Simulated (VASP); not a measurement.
# Y (P6_3/mmc) in VASP: a series of runs

Runs on Y. Level: RPBE. Tasks: single point, relaxation of cell and atoms.

All numbers are computed with VASP 6.6.1; they aren't measurements. Logs are shortened: lines on timing, memory, paths and dates and some standing lists are left out, and cuts for length are marked.

**1. The cell of the first run**

The structure is hexagonal, space group P6_3/mmc (No. 194). Conventional cell: a = 3.698 Å, b = 3.698 Å, c = 5.778 Å, α = 90.00°, β = 90.00°, γ = 120.00°. Within 4.7 Å of Y (site symmetry -6m2) lie 12 Y at 3.59 to 3.70 Å.

**2. Single point, RPBE**

Input file INCAR:

```
SYSTEM = Y
  PREC = Accurate
  ENCUT = 520
  EDIFF = 1E-6
  ISMEAR = -1
  SIGMA = 0.1
  LREAL = .False.
  LASPH = .True.
  NELM = 80
  ALGO = Normal
  ISIF = 2
  LWAVE = .False.
  LCHARG = .False.
  GGA = RP
  NBANDS = 18
```

Input file KPOINTS:

```
regular mesh
0
Gamma
  10 10 6
  0 0 0
```

Input file POSCAR:

```
Y
1.0
    3.6978387323      0.0000000000      0.0000000000
   -1.8489193662      3.2024222813      0.0000000000
    0.0000000000      0.0000000000      5.7777393892
Y
2
Direct
    0.3333333333      0.6666666667      0.2500000000
    0.6666666667      0.3333333333      0.7500000000
```

Potentials or basis: VASP PAW PBE potentials, release 64 (Y_sv).

On the command line:

```
cat potpaw_PBE.64/Y_sv/POTCAR > POTCAR
mpirun -np 1 vasp_std > vasp.out
```

OUTCAR:

```text
SYSTEM = Y
   PREC = Accurate
   ENCUT = 520
   EDIFF = 1E-6
   ISMEAR = -1
   LREAL = .False.
   LASPH = .True.
   NELM = 80
   ISIF = 2
   GGA = RP

 ion  position               nearest neighbor table
   1  0.333  0.667  0.250-   2 3.59   2 3.59   2 3.59   2 3.59   2 3.59   2 3.59
   2  0.667  0.333  0.750-   1 3.59   1 3.59   1 3.59   1 3.59   1 3.59   1 3.59

  LATTYP: Found a hexagonal cell.
 ALAT       =     3.6978387323
 C/A-ratio  =     1.5624638627

  Lattice vectors:

 A1 = (   3.6978387323,   0.0000000000,   0.0000000000)
 A2 = (  -1.8489193662,   3.2024222813,   0.0000000000)
 A3 = (   0.0000000000,   0.0000000000,   5.7777393892)

Analysis of symmetry for initial positions (statically):
=====================================================================
 Subroutine PRICEL returns:
 Original cell was already a primitive cell.

 Routine SETGRP: Setting up the symmetry group for a
 hexagonal supercell.

 Subroutine GETGRP returns: Found 24 space group operations
 (whereof 12 operations were pure point group operations)
 out of a pool of 24 trial point group operations.

The static configuration has the point symmetry D_3d.
 The point group associated with its full space group is D_6h.

Analysis of symmetry for dynamics (positions and initial velocities):
=====================================================================
 Subroutine PRICEL returns:
 Original cell was already a primitive cell.

 Routine SETGRP: Setting up the symmetry group for a
 hexagonal supercell.

 Subroutine GETGRP returns: Found 24 space group operations
 (whereof 12 operations were pure point group operations)
 out of a pool of 24 trial point group operations.

The dynamic configuration has the point symmetry D_3d.
 The point group associated with its full space group is D_6h.

 Subroutine INISYM returns: Found 24 space group operations
 (whereof 12 operations are pure point group operations),
 and found     1 'primitive' translations

----------------------------------------------------------------------------------------

                                     Primitive cell

  volume of cell :      68.4202

  direct lattice vectors                    reciprocal lattice vectors
     3.697838732  0.000000000  0.000000000     0.270428235  0.156131814  0.000000000
    -1.848919366  3.202422281  0.000000000     0.000000000  0.312263628  0.000000000
     0.000000000  0.000000000  5.777739389     0.000000000  0.000000000  0.173078073

  length of vectors
     3.697838732  3.697838732  5.777739389     0.312263628  0.312263628  0.173078073

  position of ions in fractional coordinates (direct lattice)
     0.333333333  0.666666667  0.250000000
     0.666666667  0.333333333  0.750000000

  ion indices of the primitive-cell ions
   primitive index   ion index
                 1           1
                 2           2

----------------------------------------------------------------------------------------

 KPOINTS: regular mesh

Automatic generation of k-mesh.
 Grid dimensions read from file:
 generate k-points for:   10   10    6

 Generating k-lattice:

  Cartesian coordinates                     Fractional coordinates (reciprocal lattice)
     0.027042823  0.015613181  0.000000000     0.100000000  0.000000000  0.000000000
     0.000000000  0.031226363  0.000000000     0.000000000  0.100000000  0.000000000
     0.000000000  0.000000000  0.028846346     0.000000000  0.000000000  0.166666667

  Length of vectors
     0.031226363  0.031226363  0.028846346

  Shift w.r.t. Gamma in fractional coordinates (k-lattice)
     0.000000000  0.000000000  0.000000000

 Subroutine IBZKPT returns following result:
 ===========================================

 Found     56 irreducible k-points:

 Following reciprocal coordinates:
            Coordinates               Weight
  0.000000  0.000000  0.000000      1.000000
  0.100000  0.000000  0.000000      6.000000
  0.200000  0.000000  0.000000      6.000000
  0.300000  0.000000  0.000000      6.000000
  0.400000  0.000000  0.000000      6.000000
  0.500000  0.000000  0.000000      3.000000
[... 16 lines left out ...]
  0.300000  0.100000  0.166667     24.000000
  0.400000  0.100000  0.166667     24.000000
 [... further k-points ...]
   k-points           NKPTS =     56   k-points in BZ     NKDIM =     56   number of bands    NBANDS=     18
   number of dos      NEDOS =    301   number of ions     NIONS =      2
   total plane-waves  NPLWV =  37632
   dimension x,y,z NGX =    28 NGY =   28 NGZ =   48
   dimension x,y,z NGXF=    56 NGYF=   56 NGZF=   96
   ions per type =               2
   NGX,Y,Z   is equivalent  to a cutoff of  12.59, 12.59, 13.81 a.u.
   NGXF,Y,Z  is equivalent  to a cutoff of  25.18, 25.18, 27.62 a.u.
 SYSTEM =  Y
   PREC   = accura    normal or accurate (medium, high low for compatibility)
   ISTART =      0    job   : 0-new  1-cont  2-samecut
   ICHARG =      2    charge: 1-file 2-atom 10-const
   ISPIN  =      1    spin polarized calculation?
   LNONCOLLINEAR =      F non collinear calculations
   LSORBIT =      F    spin-orbit coupling
   LASPH  =      T    aspherical Exc in radial PAW
   ENCUT  =  520.0 eV  38.22 Ry    6.18 a.u.   6.88  6.88 10.74*2*pi/ulx,y,z
   NELM   =     80;   NELMIN=  2; NELMDL= -5     # of ELM steps
   EDIFF  = 0.1E-05   stopping-criterion for ELM
   LREAL  =      F    real-space projection
   EDIFFG = 0.1E-04   stopping-criterion for IOM
   NSW    =      0    number of steps for IOM
   IBRION =     -1    ionic relax: 0-MD 1-quasi-New 2-CG
   NFREE  =      0    steps in history (QN), initial steepest desc. (CG)
   ISIF   =      2    stress and relaxation
   ISYM   =      2    0-nonsym 1-usesym 2-fastsym
   POTIM  = 0.5000    time-step for ionic-motion
   TEBEG  =    0.0;   TEEND  =   0.0 temperature during run
   PSTRESS=    0.0 pullay stress
   NELECT =      22.0000    total number of electrons
   NUPDOWN=      -1.0000    fix difference up-down
   EMIN   =  10.00;   EMAX   =-10.00  energy-range for DOS
   EFERMI =   0.00;   METHOD = LEGACY
   ISMEAR =    -1;   SIGMA  =   0.10  broadening in eV -4-tet -1-fermi 0-gaus
   EFERMI_NEDOS =   21; number of points for ismear=-14 and -15
   IALGO  =     38    algorithm
   IMIX   =      4    mixing-type and parameters
     AMIX     =   0.40;   BMIX     =  1.00
     AMIX_MAG =   1.60;   BMIX_MAG =  1.00
  volume/ion in A,a.u.               =      34.21       230.86
  Fermi-wavevector in a.u.,A,eV,Ry     =   1.121556  2.119433 17.114597  1.257887
  Thomas-Fermi vector in A             =   2.258210
   LORBIT       =      0    0 simple, 1 ext, 2 COOP (PROOUT), +10 PAW based schemes
   GGA     = RP    functional components
   LHFCALC =     F    Hartree Fock is set to
   AEXX    =    0.0000 exact exchange contribution
   IVDW    =     0    specifies the selected vdW correction
   LEPSILON=     F    determine dielectric tensor
   LRPA    =     F    only Hartree local field effects (RPA)
 non-spin polarized calculation
  energy-cutoff  :      520.00
  volume of cell :       68.42
 maximum number of plane-waves:      1866
 NGX is ok and might be reduce to    28
   NGX = 13   NGY = 13   NGZ = 21

 number of electron      22.0000001 magnetization

 Free energy of the ion-electron system (eV)
  ---------------------------------------------------
  ext. energy  EPLUGINS =         0.00000000
  ---------------------------------------------------
  free energy    TOTEN  =       -12.28741960 eV

  energy without entropy =      -12.16304919  energy(sigma->0) =      -12.22523440

 E-fermi :   2.8991     XC(G=0):  -9.1789

 val. band max:        2.8833851065   @ k =   0.4000   0.0000   0.1667
 cond. band min:       2.9313478677   @ k =   0.2000   0.0000   0.1667
 fundamental gap:      0.0479627612
 Fermi energy:         2.8990582998

 k-point     1 :       0.0000    0.0000    0.0000
  band No.  band energies     occupation
      1     -39.9291      2.00000
      2     -39.8674      2.00000
      3     -20.1571      2.00000
      4     -19.7449      2.00000
      5     -19.7449      2.00000
      6     -19.6656      2.00000
[... 10 lines left out ...]
     17       5.6027      0.00000
     18       5.6027      0.00000

 k-point     2 :       0.1000    0.0000    0.0000
  band No.  band energies     occupation
      1     -39.9251      2.00000
      2     -39.8661      2.00000
      3     -20.1419      2.00000
      4     -19.7748      2.00000
      5     -19.7552      2.00000
      6     -19.6971      2.00000
[... 10 lines left out ...]
     17       5.3904      0.00000
     18       5.4192      0.00000

 k-point     3 :       0.2000    0.0000    0.0000
  band No.  band energies     occupation
      1     -39.9142      2.00000
      2     -39.8629      2.00000
      3     -20.0992      2.00000
      4     -19.8536      2.00000
      5     -19.7812      2.00000
      6     -19.7772      2.00000
[... 10 lines left out ...]
     17       5.7377      0.00000
     18       5.8928      0.00000

 k-point     4 :       0.3000    0.0000    0.0000
  band No.  band energies     occupation
      1     -39.8997      2.00000
      2     -39.8599      2.00000
      3     -20.0377      2.00000
      4     -19.9516      2.00000
      5     -19.8718      2.00000
      6     -19.8117      2.00000
[... 375 lines left out ...]
      4     -19.8886      2.00000
      5     -19.8634      2.00000
      6     -19.7924      2.00000
[... 10 lines left out ...]
     17       6.1297      0.00000
     18       6.5292      0.00000

 k-point    23 :       0.3000    0.1000    0.1667
  band No.  band energies     occupation
      1     -39.8886      2.00000
      2     -39.8612      2.00000
      3     -20.0449      2.00000
      4     -19.9593      2.00000
      5     -19.9050      2.00000
      6     -19.8284      2.00000
[... 10 lines left out ...]
     17       6.9941      0.00000
     18       7.1799      0.00000

 k-point    24 :       0.4000    0.1000    0.1667
  band No.  band energies     occupation
      1     -39.8788      2.00000
      2     -39.8612      2.00000
      3     -20.0729      2.00000
      4     -19.9921      2.00000
      5     -19.9015      2.00000
      6     -19.8420      2.00000
[... 10 lines left out ...]
     17       7.5027      0.00000
     18       7.7362      0.00000

 [... further k-points ...]

------------------------ aborting loop because EDIFF is reached ----------------------------------------

  FORCE on cell =-STRESS in cart. coord.  units (eV):
  Direction    XX          YY          ZZ          XY          YZ          ZX
  --------------------------------------------------------------------------------------
  -------------------------------------------------------------------------------------
  Total       -0.0371059     -0.0371059     -0.0463403      0.0000000      0.0000000      0.0000000
  in kB       -0.8688995     -0.8688995     -1.0851371      0.0000000      0.0000000      0.0000000
  external PRESSURE =      -0.9409787 kB  Pullay stress =       0.0000000 kB

 VOLUME and BASIS-vectors are now :
 -----------------------------------------------------------------------------
  energy-cutoff  :      520.00
  volume of cell :       68.42
      direct lattice vectors                 reciprocal lattice vectors
     3.697838732  0.000000000  0.000000000     0.270428235  0.156131814  0.000000000
    -1.848919366  3.202422281  0.000000000     0.000000000  0.312263628  0.000000000
     0.000000000  0.000000000  5.777739389     0.000000000  0.000000000  0.173078073

 POSITION                                       TOTAL-FORCE (eV/Angst)
 -----------------------------------------------------------------------------------
     -0.00000      2.13495      1.44443        -0.000000      0.000000      0.000000
      1.84892      1.06747      4.33330         0.000000      0.000000      0.000000
 -----------------------------------------------------------------------------------
    total drift:                               -0.000000      0.000000     -0.000000

  FREE ENERGIE OF THE ION-ELECTRON SYSTEM (eV)
  ---------------------------------------------------
  free  energy   TOTEN  =       -12.2874196020 eV

  energy  without entropy=      -12.1630491937  energy(sigma->0) =      -12.22523440
```

It took 2.3 min on 1 thread of Intel Xeon 8259CL, shared host; peak memory 0.23 GiB.

What came out:

| Property | Result |
| --- | --- |
| Free energy | -12.2874 eV |
| Pressure | -0.1 GPa |
| Band gap on the k mesh | zero (bands 11 and 12 overlap by 1.43 eV) |

Caveat: the PAW data sets were made with another functional, which shifts forces and pressure a little.

**3. Single point, RPBE**

Input file INCAR:

```
PREC     = Accurate       # precision mode
ENCUT    = 520            # plane-wave cutoff, eV
EDIFF    = 1E-6           # SCF threshold, eV
ISMEAR   = -1             # smearing method
SIGMA    = 0.1            # smearing width, eV
LREAL    = F              # projectors in reciprocal space
LASPH    = T              # aspherical terms in the spheres
NELM     = 80             # most SCF steps
ALGO     = Normal         # electronic algorithm
ISIF     = 2              # what is computed and relaxed
LWAVE    = F              # write WAVECAR
LCHARG   = F              # write CHGCAR
GGA      = RP             # functional
NBANDS   = 18             # bands
```

Input file KPOINTS:

```
Automatic mesh
0
Gamma
  16 16 9
```

POSCAR is that of step 2.

Potentials or basis: VASP PAW PBE potentials, release 64 (Y_sv).

On the command line:

```
cat potpaw_PBE.64/Y_sv/POTCAR > POTCAR
mpirun -np 1 vasp_std > vasp.out
```

Wall time 5.2 min (1 thread of Intel Xeon 8259CL, shared host); peak memory 0.32 GiB.

It converged, with:

```
Free energy            : -12.2872 eV
Pressure               : -0.1 GPa
Band gap on the k mesh : zero (bands 11 and 12 overlap by 1.30 eV)
```

Levels at points of the mesh, in eV from the Fermi level:
| k point | band 7 | band 8 | band 9 | band 10 | band 11 | band 12 | band 13 | band 14 | band 15 | band 16 |
| --- | --- | --- | --- | --- | --- | --- | --- | --- | --- | --- |
| (0.00, 0.00, 0.00) | -22.57 | -22.54 | -4.61 | -1.77 | 0.77 | 1.73 | 1.73 | 2.05 | 2.32 | 2.32 |
| (0.50, 0.00, 0.00) | -22.67 | -22.61 | -1.65 | -1.10 | -0.74 | -0.19 | 1.36 | 1.45 | 2.02 | 4.81 |

Caveat: the PAW data sets were made with another functional, which shifts forces and pressure a little.

**4. Relaxation of cell and atoms, RPBE**

This run uses another cell than the first one, of 33.01 Å³/atom.

Input file INCAR:

```
  ALGO = Normal
  EDIFF = 1E-6
  EDIFFG = -0.01
  ENCUT = 600
  GGA = RP
  IBRION = 2
  ISIF = 3
  ISMEAR = -1
  LASPH = True
  LCHARG = False
  LREAL = False
  LWAVE = False
  NELM = 100
  NSW = 80
  PREC = Accurate
  SIGMA = 0.1
```

Input file KPOINTS:

```
k-points
0
Gamma
  10 10 6
```

Input file POSCAR:

```
Y
1.0
    3.6473995420      0.0000000000      0.0000000000
   -1.8236997710      3.1587406611      0.0000000000
    0.0000000000      0.0000000000      5.7306000000
Y
2
Direct
    0.3333333333      0.6666666667      0.2500000000
    0.6666666667      0.3333333333      0.7500000000
```

On the command line:

```
cat potpaw_PBE.64/Y_sv/POTCAR > POTCAR
mpirun -np 1 vasp_std > vasp.out
```

It took 6.6 min on 1 thread of Intel Xeon 8259CL, shared host; peak memory 0.26 GiB.

The run converged. Its results:

```yaml
Free_energy: -12.2875 eV
Relaxed_volume: 34.11 Å³/atom
Relaxed_cell: a = 3.693 Å, b = 3.693 Å, c = 5.775 Å, α = 90.00°, β = 90.00°, γ = 120.00°
Space_group_after_relaxing_to_0.1_Å: P6_3/mmc (No. 194)
Energy_gained_by_relaxing: 4.6 meV/atom
Ionic_steps: 5
Pressure_after_relaxing: 0.0 GPa
Band_gap_on_the_k_mesh: zero (bands 11 and 12 overlap by 1.43 eV)
```

The path:
```
step  energy change (eV)  largest force (eV/Å)  pressure (GPa)  volume (Å³)
   1              0.0000                0.0000            1.31        66.02
   2             -0.0089                0.0000           -0.21        68.64
   3             -0.0092                0.0000           -0.01        68.27
   4             -0.0091                0.0000            0.02        68.23
   5             -0.0092                0.0000            0.02        68.22
```

Final structure:
```xyz
2
Lattice="3.6930 0.0000 0.0000 -1.8465 3.1983 0.0000 0.0000 0.0000 5.7754" Properties=species:S:1:pos:R:3 pbc="T T T"
Y     0.0000    2.1322    1.4439
Y     1.8465    1.0661    4.3316
```

Levels at points of the mesh, in eV from the Fermi level:
```tsv
k point	band 9	band 10	band 11	band 12	band 13	band 14
(0.00, 0.00, 0.00)	-4.61	-1.78	0.77	1.74	1.74	2.05
(0.50, 0.00, 0.00)	-1.65	-1.11	-0.75	-0.18	1.36	1.46
(0.00, 0.00, 0.50)	-3.22	-3.22	0.96	0.96	1.66	1.66
(0.50, 0.00, 0.50)	-1.58	-1.58	0.08	0.08	1.29	1.29
```

Caveat: the PAW data sets were made with another functional, which shifts forces and pressure a little.

**5. The runs side by side**

```csv
task,cell,k mesh,cutoff (eV),gap on the mesh (eV),pressure (GPa)
single point,"a = 3.698, b = 3.698, c = 5.778 Å, angles 90.0, 90.0, 120.0°, 2 atoms",10 × 10 × 6,520,none,-0.1
single point,"a = 3.698, b = 3.698, c = 5.778 Å, angles 90.0, 90.0, 120.0°, 2 atoms",16 × 16 × 9,520,none,-0.1
relaxation of cell and atoms,"relaxed from a = 3.647, b = 3.647, c = 5.731 Å, angles 90.0, 90.0, 120.0°, 2 atoms",10 × 10 × 6,600,none,0.0
```

Alike in all rows: level RPBE; potentials or basis VASP PAW PBE potentials, release 64 (Y_sv); no spin polarisation; smearing fermi-dirac 0.1 eV.

Caveats: the PAW data sets were made with another functional, which shifts forces and pressure a little.

Absolute energies hang on the potentials; compare differences alone.
